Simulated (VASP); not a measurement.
Runs of VASP 6.6.1 on CaSe. The structure is that of space group P6_3/mmc (No. 194), or close to it. The cells are those of the table. 

```csv
task,level,potentials or basis,cell,cutoff (eV),gap on the mesh (eV),pressure (GPa),relaxed volume (Å³/atom)
single point,PBEsol,"VASP PAW PBE potentials, release 64 (Ca_sv, Se)","a = 4.964, b = 4.964, c = 5.809 Å, angles 90.0, 90.0, 120.0°, 4 atoms",520,(c),0.1,-
single point,PBE,"VASP PAW PBE potentials, release 64 (Ca_sv, Se)","a = 5.030, b = 5.030, c = 5.895 Å, angles 90.0, 90.0, 120.0°, 4 atoms",520,2.47,0.1,-
single point,r2SCAN,"VASP PAW PBE potentials, release 64 (Ca_sv, Se)","a = 5.006, b = 5.006, c = 5.876 Å, angles 90.0, 90.0, 120.0°, 4 atoms",520,(b),0.2,-
relaxation of cell and atoms,LDA,"VASP PAW LDA potentials, release 64 (Ca_sv, Se)","relaxed from a = 5.030, b = 5.030, c = 5.895 Å, angles 90.0, 90.0, 120.0°, 4 atoms",600,(a),0.0,29.90
relaxation of cell and atoms,PBEsol,"VASP PAW PBE potentials, release 64 (Ca_sv, Se)","relaxed from a = 5.030, b = 5.030, c = 5.895 Å, angles 90.0, 90.0, 120.0°, 4 atoms",600,2.31,0.0,31.10
```

Alike in all rows: no spin polarisation; k mesh 6 × 6 × 4; smearing fermi-dirac 0.02 eV.

Q: Estimate the missing entries.

A: (a) 2.13; (b) 2.89; (c) 2.30.

Caveats: the PAW data sets were made with another functional, which shifts forces and pressure a little (at least some runs).

A k mesh can miss the band edges, and the runs leave out spin-orbit coupling on Se.
